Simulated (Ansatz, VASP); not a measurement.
**Mg3ZrN: VASP beside Ansatz**

```xyz
5
Lattice="3.3831 0.0000 0.0000 -1.6916 2.9299 0.0000 0.0000 0.0000 9.4248" Properties=species:S:1:pos:R:3 pbc="T T T"
Mg    1.6916    0.9766    2.2126
Mg    1.6916    0.9766    7.2122
Mg    0.0000    0.0000    0.0000
Zr    0.0000    0.0000    4.7124
N     0.0000    1.9533    0.0000
```

Change from the starting cell: species swapped into the GaFe3As type (P-6m2, No. 187).

Alike in both runs: functional PBE; k mesh 6 × 6 × 4; occupations gaussian, width 0.1 eV; no spin polarisation.

Ansatz relaxed the structure, and its values are those at the end. VASP's run is a single point on that final structure, the one shown.

|  | VASP | Ansatz |
| --- | --- | --- |
| version | VASP 6.6.1 | Ansatz 0.2.0 |
| potentials or method | VASP PAW PBE potentials, release 64 (Mg, Zr_sv, N), cutoff 520 eV | scalar-relativistic, plane waves, PAW |
| valence electrons in the cell | 23 | 47 |

```tsv
	VASP	Ansatz	Ansatz less VASP
gap on the k mesh at the Fermi level (eV)	none	none	-
pressure (GPa)	0.0	0.0	+0.06
rms of the force components (eV/Å)	0.009	0.008	-0.0011
```

A gap of «none» marks a metal or a gap that the smearing closes. VASP's potentials hold 23 valence electrons a cell and Ansatz's 47, so a difference there can come from the potentials and not from the codes.
